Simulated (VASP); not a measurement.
Input of a VASP 6.6.1 run:

Contents of INCAR:

```
PREC = Accurate ; ENCUT = 520
EDIFF = 1E-6 ; ISMEAR = 0
SIGMA = 0.05 ; LREAL = False
LASPH = True ; NELM = 60
ALGO = Normal ; ISIF = 2
LWAVE = False ; LCHARG = False
GGA = PS ; NBANDS = 11
```

File KPOINTS:

```
regular mesh
0
Gamma
  10 10 10
```

POSCAR

```
MgO
1.0
    0.0000000000      2.1427928167      2.1427928167
    2.1427928167      0.0000000000      2.1427928167
    2.1427928167      2.1427928167      0.0000000000
Mg O
1 1
Direct
    0.0000000000      0.0000000000      0.0000000000
    0.5000000000      0.5000000000      0.5000000000
```

Potentials or basis: VASP PAW PBE potentials, release 64 (Mg, O).

The run is started by

```sh
$ cat potpaw_PBE.64/Mg/POTCAR potpaw_PBE.64/O/POTCAR > POTCAR
$ mpirun -np 1 vasp_std > vasp.out
```

(1) What does it give for the pressure?

(2) Predict the band gap on the k mesh.

Answers

(1) -7.7 GPa.

(2) 4.15 eV, direct.

Caveat: the PAW data sets were made with another functional, which shifts forces and pressure a little.
